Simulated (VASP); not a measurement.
# Be: electric field gradients with PBE

Crystal: Be.

```
Be
1.0
    -1.27770    1.27770    1.27770
     1.27770   -1.27770    1.27770
     1.27770    1.27770   -1.27770
Be
1
Cartesian
  0.0000 0.0000 0.0000
```

* Program: VASP 6.6.1
* Task: electric field gradients
* Functional: PBE
* Potentials or basis: VASP PAW PBE potentials, release 64 (Be)
* Cutoff: 520 eV
* k mesh: 23 × 23 × 23
* Occupations: fermi-dirac, width 0.03 eV
* Spin: no spin polarisation
* Dipole correction: no
* Further INCAR settings: ALGO = Normal; EDIFF = 1e-08; NBANDS = 7

The pressure is -7.2 GPa and the band gap on the k mesh is zero (band 1 reaches 10.81 eV, above the bottom of band 2 at 6.19 eV).

Levels at points of the mesh, in eV from the Fermi level:
```csv
k point,band 1,band 2,band 3,band 4
"(0.00, 0.00, 0.00)",-11.94,18.38,18.38,18.38
```

Run time: 24 s on 1 thread of AMD EPYC 7R13 (shared host), peak memory 0.09 GiB.

Caveat: without QUAD_EFG the Cq values of the log hold for a quadrupole moment of 1 mb, not for the nuclei.
